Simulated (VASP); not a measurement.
Wanted: the native input for a VASP 6.6.1 run.

| Property | Result |
| --- | --- |
| Task | single point |
| Functional | LDA |
| Potentials or basis | VASP PAW LDA potentials, release 64 (Se) |
| Cutoff | 520 eV |
| k mesh | 19 × 19 × 19 |
| Occupations | fermi-dirac, width 0.1 eV |
| Spin | no spin polarisation |
| Dipole correction | no |
| Further INCAR settings | ALGO = Normal; EDIFF = 1e-07; NBANDS = 9 |

The structure of Se lies in POSCAR:

```
Se
1.0
    2.7694729991      0.0000000000      0.0000000000
    0.0000000000      2.7694729991      0.0000000000
    0.0000000000      0.0000000000      2.7694729991
Se
1
Direct
    0.0000000000      0.0000000000      0.0000000000
```

These files were run (other wordings do the same):

INCAR

```
ALGO = Normal
EDIFF = 1E-7
ENCUT = 520
GGA = CA
ISIF = 2
ISMEAR = -1
LASPH = T
LCHARG = F
LREAL = F
LWAVE = F
NBANDS = 9
NELM = 80
PREC = Accurate
SIGMA = 0.1
```

KPOINTS

```
k-points
0
Gamma
  19 19 19
```

Potentials or basis: VASP PAW LDA potentials, release 64 (Se).

Launch:

```sh
$ cat potpaw_LDA.64/Se/POTCAR > POTCAR
$ mpirun -np 1 vasp_std > vasp.out
```

Results of the run:

The pressure is 0.2 GPa and the band gap on the k mesh is zero (band 3 reaches 8.53 eV, above the bottom of band 4 at 1.99 eV).

Wall time 12 s on 1 thread of Intel(R) Xeon(R) Platinum 8488C (Sapphire Rapids) (shared host), peak memory 0.15 GiB.
